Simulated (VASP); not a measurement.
Runs of VASP 6.6.1 on Ag. The structure is that of space group Fd-3m (No. 227), or close to it. The cells are those of the table. 

| task | cell | k mesh | cutoff (eV) | gap on the mesh (eV) | pressure (GPa) |
| --- | --- | --- | --- | --- | --- |
| single point | a = 4.193 Å, angles 60.0°, 2 atoms | 10 × 10 × 10 | 520 | none | 0.0 |
| single point | a = 4.355 Å, angles 60.0°, 2 atoms | 10 × 10 × 10 | 520 | none | -4.2 |
| single point | a = 4.018 Å, angles 60.0°, 2 atoms | 10 × 10 × 10 | 520 | none | (a) |
| single point | a = 4.078 Å, angles 60.0°, 2 atoms | 10 × 10 × 10 | 520 | none | 5.5 |
| relaxation of cell and atoms | relaxed from a = 4.023 Å, angles 60.0°, 2 atoms | 10 × 10 × 10 | 600 | none | 0.0 |
| single point | a = 4.136 Å, angles 60.0°, 2 atoms | 10 × 10 × 10 | 520 | none | 2.4 |
| single point | a = 4.302 Å, angles 60.0°, 2 atoms | 10 × 10 × 10 | 520 | none | (b) |
| single point | a = 4.248 Å, angles 60.0°, 2 atoms | 10 × 10 × 10 | 520 | none | -1.8 |
| single point | a = 4.193 Å, angles 60.0°, 2 atoms | 15 × 15 × 15 | 520 | none | 0.0 |

Alike in all rows: level LDA; potentials or basis VASP PAW LDA potentials, release 64 (Ag); no spin polarisation; smearing fermi-dirac 0.1 eV.

**Question.** Fill in the values left out.

**Answer.** (a) 9.4; (b) -3.2.

A k mesh can miss the band edges, and the runs leave out spin-orbit coupling on Ag.

A gap of «none» marks levels without a gap at the run's occupations.
